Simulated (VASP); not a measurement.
Wanted: the native input for a VASP 6.6.1 run.

| Item | Value |
| --- | --- |
| Task | single point |
| Functional | PBE |
| Potentials or basis | VASP PAW PBE potentials, release 64 (Sr_sv, Sn_d, Se) |
| Cutoff | 500 eV |
| k mesh | 4 × 4 × 4 |
| Occupations | gaussian, width 0.05 eV |
| Spin | no spin polarisation |
| Dipole correction | no |
| Further INCAR settings | ALGO = Normal; EDIFF = 1e-06; NBANDS = 29 |

The structure of SrSnSe3 lies in POSCAR:

```
SrSnSe3
1.0
    5.4261830178      0.0000000000      0.0000000000
    0.0000000000      5.4261830178      0.0000000000
    0.0000000000      0.0000000000      5.4261830178
Sr Sn Se
1 1 3
Direct
    0.0000000000      0.0000000000      0.0000000000
    0.5000000000      0.5000000000      0.5000000000
    0.5000000000      0.5000000000      0.0000000000
    0.5000000000      0.0000000000      0.5000000000
    0.0000000000      0.5000000000      0.5000000000
```

These files were run (other wordings do the same):

INCAR

```
SYSTEM = SrSnSe3
PREC = Accurate
ENCUT = 500
EDIFF = 1E-6
ISMEAR = 0
SIGMA = 0.05
LREAL = .False.
LASPH = .True.
NELM = 120
ALGO = Normal
ISIF = 2
LWAVE = .False.
LCHARG = .True.
GGA = PE
LELF = .True.
LVHAR = .True.
NBANDS = 29
GGA_COMPAT = .False.
```

KPOINTS

```
Automatic mesh
0
Gamma
  4 4 4
  0 0 0
```

Potentials or basis: VASP PAW PBE potentials, release 64 (Sr_sv, Sn_d, Se).

Launch:

```console
$ cat potpaw_PBE.64/Sr_sv/POTCAR potpaw_PBE.64/Sn_d/POTCAR potpaw_PBE.64/Se/POTCAR > POTCAR
$ mpirun -np 1 vasp_std > vasp.out
```

Results of the run:

* Pressure: -1.9 GPa
* Band gap on the k mesh: zero (bands 21 and 22 overlap by 0.88 eV)

Caveat: spin-orbit coupling is left out, which moves the levels of the heavy elements.

Wall time 38 s on 1 thread of Intel(R) Xeon(R) Platinum 8259CL CPU @ 2.50GHz (Skylake/Cascade Lake), on a shared host, peak memory 0.26 GiB.
